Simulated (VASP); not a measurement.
# MoS2 (C2/c) in VASP: single point with PBE+D3(BJ)

Aim: the single point of MoS2 with PBE+D3(BJ).

All numbers are computed with VASP 6.6.1; they aren't measurements. Logs are shortened: lines on timing, memory, paths and dates and some standing lists are left out, and cuts for length are marked.

### Step 1. The cell of the first run

Symmetry: C2/c, No. 15, monoclinic system. Conventional cell: a = 3.149 Å, b = 5.455 Å, c = 12.098 Å, α = 90.00°, β = 91.72°, γ = 90.00°. Within 3.2 Å of Mo (site symmetry 2) lie 6 S at 2.40 Å and 6 Mo at 3.15 Å. Within 3.2 Å of S (site symmetry 1) lie 3 Mo at 2.40 Å and 7 S at 3.13 to 3.15 Å.

### Step 2. Single point, PBE+D3(BJ) (shear of c along a, cell held: +3.0 %, then relaxed in part)

File INCAR:

```
SYSTEM = MoS2
PREC = Accurate
ENCUT = 520
EDIFF = 1E-6
ISMEAR = 0
SIGMA = 0.02
LREAL = .FALSE.
LASPH = .TRUE.
NELM = 80
ALGO = Normal
ISIF = 2
LWAVE = .FALSE.
LCHARG = .FALSE.
GGA = PE
IVDW = 12
NBANDS = 35
```

File KPOINTS:

```
regular mesh
0
G
  12 12 4
  0 0 0
```

File POSCAR:

```
MoS2
1.0
    3.1492399692      0.0000000000      0.0000000000
   -1.5746199846      2.7273218159      0.0000000000
    0.3627743033      0.0000000000     12.0924767773
Mo S
2 4
Direct
    0.6692844046      0.3385688093      0.2500000000
    0.3307155954      0.6614311907      0.7500000000
    0.3219850850      0.6718958946      0.3794666968
    0.6500891904      0.3281041054      0.8794666968
    0.3499108096      0.6718958946      0.1205333032
    0.6780149150      0.3281041054      0.6205333032
```

Potentials or basis: VASP PAW PBE potentials, release 64 (Mo_sv, S).

Run with:

```bash
$ cat potpaw_PBE.64/Mo_sv/POTCAR potpaw_PBE.64/S/POTCAR > POTCAR
$ mpirun -np 1 vasp_std > vasp.out
```

OUTCAR:

```text
SYSTEM = MoS2
   PREC = Accurate
   ENCUT = 520
   EDIFF = 1E-6
   ISMEAR = 0
   LREAL = .FALSE.
   LASPH = .TRUE.
   NELM = 80
   ISIF = 2
   GGA = PE
   IVDW = 12
 IVDW          = 12

 ion  position               nearest neighbor table
   1  0.669  0.339  0.250-   3 2.40   5 2.40   5 2.40   3 2.40   5 2.40   3 2.40
   2  0.331  0.661  0.750-   6 2.40   4 2.40   4 2.40   6 2.40   4 2.40   6 2.40
   3  0.322  0.672  0.379-   1 2.40   1 2.40   1 2.40
   4  0.650  0.328  0.879-   2 2.40   2 2.40   2 2.40
   5  0.350  0.672  0.121-   1 2.40   1 2.40   1 2.40
   6  0.678  0.328  0.621-   2 2.40   2 2.40   2 2.40

  LATTYP: Found a base centered monoclinic cell.
 ALAT       =     3.1492399692
 B/A-ratio  =     1.7320508075
 C/A-ratio  =     3.8415355090
 COS(beta)  =    -0.0299865091

  Lattice vectors:

 A1 = (  -1.5746199846,   2.7273218159,   0.0000000000)
 A2 = (  -1.5746199846,  -2.7273218159,   0.0000000000)
 A3 = (   0.3627743033,   0.0000000000,  12.0924767773)

Analysis of symmetry for initial positions (statically):
=====================================================================
 Subroutine PRICEL returns:
 Original cell was already a primitive cell.

 Routine SETGRP: Setting up the symmetry group for a
 base centered monoclinic supercell.

 Subroutine GETGRP returns: Found  4 space group operations
 (whereof  2 operations were pure point group operations)
 out of a pool of  4 trial point group operations.

The static configuration has the point symmetry S_2 .
 The point group associated with its full space group is C_2h.

Analysis of symmetry for dynamics (positions and initial velocities):
=====================================================================
 Subroutine PRICEL returns:
 Original cell was already a primitive cell.

 Routine SETGRP: Setting up the symmetry group for a
 base centered monoclinic supercell.

 Subroutine GETGRP returns: Found  4 space group operations
 (whereof  2 operations were pure point group operations)
 out of a pool of  4 trial point group operations.

The dynamic configuration has the point symmetry S_2 .
 The point group associated with its full space group is C_2h.

 Subroutine INISYM returns: Found  4 space group operations
 (whereof  2 operations are pure point group operations),
 and found     1 'primitive' translations

----------------------------------------------------------------------------------------

                                     Primitive cell

  volume of cell :     103.8622

  direct lattice vectors                    reciprocal lattice vectors
     3.149239969  0.000000000  0.000000000     0.317536933  0.183330034 -0.009526108
    -1.574619985  2.727321816  0.000000000     0.000000000  0.366660067  0.000000000
     0.362774303  0.000000000 12.092476777     0.000000000  0.000000000  0.082696045

  length of vectors
     3.149239969  3.149239969 12.097917168     0.366783794  0.366660067  0.082696045

  position of ions in fractional coordinates (direct lattice)
     0.669284405  0.338568809  0.250000000
     0.330715595  0.661431191  0.750000000
     0.321985085  0.671895895  0.379466697
     0.650089190  0.328104105  0.879466697
     0.349910810  0.671895895  0.120533303
     0.678014915  0.328104105  0.620533303

  ion indices of the primitive-cell ions
   primitive index   ion index
                 1           1
                 2           2
                 3           3
                 4           4
                 5           5
                 6           6

----------------------------------------------------------------------------------------

 KPOINTS: regular mesh

Automatic generation of k-mesh.
 Grid dimensions read from file:
 generate k-points for:   12   12    4

 Generating k-lattice:

  Cartesian coordinates                     Fractional coordinates (reciprocal lattice)
     0.026461411  0.015277503 -0.000793842     0.083333333  0.000000000  0.000000000
     0.000000000  0.030555006  0.000000000     0.000000000  0.083333333  0.000000000
     0.000000000  0.000000000  0.020674011     0.000000000  0.000000000  0.250000000

  Length of vectors
     0.030565316  0.030555006  0.020674011

  Shift w.r.t. Gamma in fractional coordinates (k-lattice)
     0.000000000  0.000000000  0.000000000

 Subroutine IBZKPT returns following result:
 ===========================================

 Found    164 irreducible k-points:

 Following reciprocal coordinates:
            Coordinates               Weight
  0.000000  0.000000  0.000000      1.000000
  0.083333 -0.000000  0.000000      4.000000
  0.166667  0.000000  0.000000      4.000000
  0.250000  0.000000 -0.000000      4.000000
  0.333333  0.000000 -0.000000      4.000000
  0.416667 -0.000000 -0.000000      4.000000
[... 16 lines left out ...]
  0.333333  0.166667 -0.000000      4.000000
  0.416667  0.166667 -0.000000      4.000000
 [... further k-points ...]
   k-points           NKPTS =    164   k-points in BZ     NKDIM =    164   number of bands    NBANDS=     35
   number of dos      NEDOS =    301   number of ions     NIONS =      6
   total plane-waves  NPLWV =  51840
   dimension x,y,z NGX =    24 NGY =   24 NGZ =   90
   dimension x,y,z NGXF=    48 NGYF=   48 NGZF=  180
   ions per type =               2   4
   NGX,Y,Z   is equivalent  to a cutoff of  12.67, 12.67, 12.37 a.u.
   NGXF,Y,Z  is equivalent  to a cutoff of  25.34, 25.34, 24.74 a.u.
 SYSTEM =  MoS2
   PREC   = accura    normal or accurate (medium, high low for compatibility)
   ISTART =      0    job   : 0-new  1-cont  2-samecut
   ICHARG =      2    charge: 1-file 2-atom 10-const
   ISPIN  =      1    spin polarized calculation?
   LNONCOLLINEAR =      F non collinear calculations
   LSORBIT =      F    spin-orbit coupling
   LASPH  =      T    aspherical Exc in radial PAW
   ENCUT  =  520.0 eV  38.22 Ry    6.18 a.u.   5.86  5.86 22.49*2*pi/ulx,y,z
   NELM   =     80;   NELMIN=  2; NELMDL= -5     # of ELM steps
   EDIFF  = 0.1E-05   stopping-criterion for ELM
   LREAL  =      F    real-space projection
[... 7 lines left out ...]
   TEBEG  =    0.0;   TEEND  =   0.0 temperature during run
   PSTRESS=    0.0 pullay stress
   NELECT =      52.0000    total number of electrons
   NUPDOWN=      -1.0000    fix difference up-down
   EMIN   =  10.00;   EMAX   =-10.00  energy-range for DOS
   EFERMI =   0.00;   METHOD = LEGACY
   ISMEAR =     0;   SIGMA  =   0.02  broadening in eV -4-tet -1-fermi 0-gaus
   EFERMI_NEDOS =   21; number of points for ismear=-14 and -15
   IALGO  =     38    algorithm
   IMIX   =      4    mixing-type and parameters
     AMIX     =   0.40;   BMIX     =  1.00
     AMIX_MAG =   1.60;   BMIX_MAG =  1.00
  volume/ion in A,a.u.               =      17.31       116.82
  Fermi-wavevector in a.u.,A,eV,Ry     =   1.299941  2.456531 22.991742  1.689845
  Thomas-Fermi vector in A             =   2.431172
   LORBIT       =      0    0 simple, 1 ext, 2 COOP (PROOUT), +10 PAW based schemes
   GGA     = PE    functional components
   LHFCALC =     F    Hartree Fock is set to
   AEXX    =    0.0000 exact exchange contribution
   IVDW    =    12    specifies the selected vdW correction
   LEPSILON=     F    determine dielectric tensor
   LRPA    =     F    only Hartree local field effects (RPA)
 non-spin polarized calculation
 Gauss-broadening in eV      SIGMA  =   0.02
  energy-cutoff  :      520.00
  volume of cell :      103.86
 maximum number of plane-waves:      2820
   NGX = 11   NGY = 11   NGZ = 45

 number of electron      52.0000006 magnetization

 Free energy of the ion-electron system (eV)
  ---------------------------------------------------
  ext. energy  EPLUGINS =         0.00000000
  ---------------------------------------------------
  free energy    TOTEN  =       -43.53997413 eV

  energy without entropy =      -43.53997413  energy(sigma->0) =      -43.53997413

 E-fermi :   8.0599     XC(G=0): -11.0127

 val. band max:        7.9490891794   @ k =   0.0000   0.0000   0.0000
 cond. band min:       8.7486035007   @ k =   0.1667   0.1667   0.0000
 fundamental gap:      0.7995143213
 Fermi energy:         8.0598529240

 k-point     1 :       0.0000    0.0000    0.0000
  band No.  band energies     occupation
      1     -53.5919      2.00000
      2     -53.5919      2.00000
      3     -27.7561      2.00000
      4     -27.7559      2.00000
      5     -27.5142      2.00000
      6     -27.5142      2.00000
[... 27 lines left out ...]
     34      10.4045      0.00000
     35      13.5790      0.00000

 k-point     2 :       0.0833   -0.0000    0.0000
  band No.  band energies     occupation
      1     -53.5890      2.00000
      2     -53.5890      2.00000
      3     -27.7505      2.00000
      4     -27.7503      2.00000
      5     -27.5427      2.00000
      6     -27.5427      2.00000
[... 27 lines left out ...]
     34      10.3038      0.00000
     35      14.1075      0.00000

 k-point     3 :       0.1667    0.0000    0.0000
  band No.  band energies     occupation
      1     -53.5811      2.00000
      2     -53.5811      2.00000
      3     -27.7351      2.00000
      4     -27.7350      2.00000
      5     -27.6199      2.00000
      6     -27.6199      2.00000
[... 27 lines left out ...]
     34      10.7450      0.00000
     35      15.1272      0.00000
[... 723 lines left out ...]
 k-point    23 :       0.3333    0.1667   -0.0000
  band No.  band energies     occupation
      1     -53.5487      2.00000
      2     -53.5487      2.00000
      3     -27.8757      2.00000
      4     -27.8757      2.00000
      5     -27.6719      2.00000
      6     -27.6718      2.00000
[... 27 lines left out ...]
     34      12.2503      0.00000
     35      14.0380      0.00000

 k-point    24 :       0.4167    0.1667   -0.0000
  band No.  band energies     occupation
      1     -53.5462      2.00000
      2     -53.5462      2.00000
      3     -27.8936      2.00000
      4     -27.8936      2.00000
      5     -27.6746      2.00000
      6     -27.6746      2.00000
[... 27 lines left out ...]
     34      12.2350      0.00000
     35      13.8054      0.00000

 [... further k-points ...]

------------------------ aborting loop because EDIFF is reached ----------------------------------------

 Edisp (eV)   -2.62463

 E8    (eV) :    -1.0583

  FORCE on cell =-STRESS in cart. coord.  units (eV):
  Direction    XX          YY          ZZ          XY          YZ          ZX
  --------------------------------------------------------------------------------------
  -------------------------------------------------------------------------------------
  Total      -0.07319    -0.04421    -0.05360     0.00000     0.00000    -0.40023
  in kB      -1.12911    -0.68200    -0.82690     0.00000     0.00000    -6.17397
  external pressure =       -0.88 kB  Pullay stress =        0.00 kB

 VOLUME and BASIS-vectors are now :
 -----------------------------------------------------------------------------
  energy-cutoff  :      520.00
  volume of cell :      103.86
      direct lattice vectors                 reciprocal lattice vectors
     3.149239969  0.000000000  0.000000000     0.317536933  0.183330034 -0.009526108
    -1.574619985  2.727321816  0.000000000     0.000000000  0.366660067  0.000000000
     0.362774303  0.000000000 12.092476777     0.000000000  0.000000000  0.082696045

 POSITION                                       TOTAL-FORCE (eV/Angst)
 -----------------------------------------------------------------------------------
      1.66531      0.92339      3.02312         0.000000     -0.002865      0.000000
      0.27208      1.80394      9.06936         0.000000      0.002865     -0.000000
      0.09369      1.83248      4.58869        -0.004361      0.001216     -0.013695
      1.84970      0.89485     10.63493        -0.004361     -0.001216     -0.013695
      0.08770      1.83248      1.45755         0.004361      0.001216      0.013695
      1.84371      0.89485      7.50378         0.004361     -0.001216      0.013695
 -----------------------------------------------------------------------------------
    total drift:                                0.000000     -0.000000      0.000000

  FREE ENERGIE OF THE ION-ELECTRON SYSTEM (eV)
  ---------------------------------------------------
  free  energy   TOTEN  =       -46.1646047253 eV

  energy  without entropy=      -46.1646047253  energy(sigma->0) =      -46.16460473
```

Run time: 6.4 min. Hardware: 1 thread of Intel Xeon Platinum 8259CL at 2.50GHz (Skylake/Cascade Lake), shared host; peak memory 0.56 GiB.

What came out:

```
Free energy                : -46.1646 eV
Pressure                   : -0.1 GPa
Largest force              : 0.014 eV/Å
Band gap on the k mesh     : 0.80 eV (least direct gap 1.71 eV)
Dispersion energy per atom : -0.437 eV
```

Forces in eV/Å, atoms in the order of the input:
```
Mo   0.000 -0.003  0.000
Mo   0.000  0.003  0.000
S   -0.004  0.001 -0.014
S   -0.004 -0.001 -0.014
S    0.004  0.001  0.014
S    0.004 -0.001  0.014
```

Stress tensor (GPa, compression positive):
```
-0.11  0.00 -0.62
 0.00 -0.07  0.00
-0.62  0.00 -0.08
```

Caveat: the cell differs from its parent crystal (shear of c along a, cell held: +3.0 %, then relaxed in part). A k mesh can miss the band edges.
